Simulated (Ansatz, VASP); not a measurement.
# Two plane-wave programs on CuI

The input INCAR:

```
SYSTEM = CuI
  PREC = Accurate
  ENCUT = 520
  EDIFF = 1E-7
  ISMEAR = 0
  SIGMA = 0.01
  LREAL = .FALSE.
  LASPH = .TRUE.
  NELM = 100
  ALGO = Normal
  ISIF = 2
  LWAVE = .FALSE.
  LCHARG = .FALSE.
  NBANDS = 26
```

KPOINTS

```
Automatic mesh
0
G
  6 6 6
  0 0 0
```

POSCAR

```
CuI
1.0
    3.5037460169     -3.5931533413      0.0000000000
    3.5037460169      3.5931533413      0.0000000000
    0.0000000000      0.0000000000      4.3220096347
Cu I
2 2
Direct
    0.4168025267      0.5831974733      0.7500000000
    0.5831974733      0.4168025267      0.2500000000
    0.7779467443      0.2220532557      0.7500000000
    0.2220532557      0.7779467443      0.2500000000
```

Input for Ansatz:

```yaml
crystal:
  lattice:
    - [3.5037460169, -3.5931533413, 0.0]
    - [3.5037460169, 3.5931533413, 0.0]
    - [0.0, 0.0, 4.3220096347]
  atoms:
    - { symbol: Cu, position: [0.4168025267, 0.5831974733, 0.75] }
    - { symbol: Cu, position: [0.5831974733, 0.4168025267, 0.25] }
    - { symbol: I, position: [0.7779467443, 0.2220532557, 0.75] }
    - { symbol: I, position: [0.2220532557, 0.7779467443, 0.25] }
kpoints:
  mp_grid: { grid: [6, 6, 6] }
  band_path:
    path:
      - [0.0, 0.0, 0.0]
      - [-0.5, 0.5, 0.0]
      - [-0.4877134416, 0.5122865584, 0.0]
      - [0.4877134416, 0.4877134416, 0.0]
      - [0.0, 0.0, 0.5]
      - [0.4877134416, 0.4877134416, 0.5]
      - [-0.4877134416, 0.5122865584, 0.5]
      - [-0.5, 0.5, 0.5]
      - [0.0, 0.5, 0.0]
    npoints: 1
hamiltonian:
  xc: lda
scf:
  occupations: { method: fixed }
  n_extra_bands: 5
output:
  forces: true
  stress: true
  eigenvalues: true
  write_density: true
  write_potential: true
  elf: true
  volumetric_format: npy
```

Alike in both runs: task single point; functional LDA; k mesh 6 × 6 × 6; no spin polarisation.

```csv
,VASP,Ansatz
version,VASP 6.6.1,Ansatz 0.2.0
potentials or method,"VASP PAW LDA potentials, release 64 (Cu, I)","plane waves, PAW"
plane-wave cutoff (eV),520,420
occupations,"gaussian, width 0.01 eV",fixed
valence electrons in the cell,36,72
```

|  | VASP | Ansatz | Ansatz less VASP |
| --- | --- | --- | --- |
| gap on the k mesh at the Fermi level (eV) | 0.83 | 0.79 | -0.039 |
| pressure (GPa) | -2.6 | -2.8 | -0.12 |
| traceless stress, the component that is largest in VASP (GPa) | 1.68 | 1.79 | +0.116 |
| rms of the force components (eV/Å) | 0.131 | 0.138 | +0.0069 |

LDA's correlation is that of Perdew and Zunger in VASP and of Perdew and Wang (1992) in Ansatz. Atom by atom the forces differ by 0.010 eV/Å (rms over components). VASP's potentials hold 36 valence electrons a cell and Ansatz's 72, so a difference there can come from the potentials and not from the codes.

Spin-orbit coupling is off throughout.
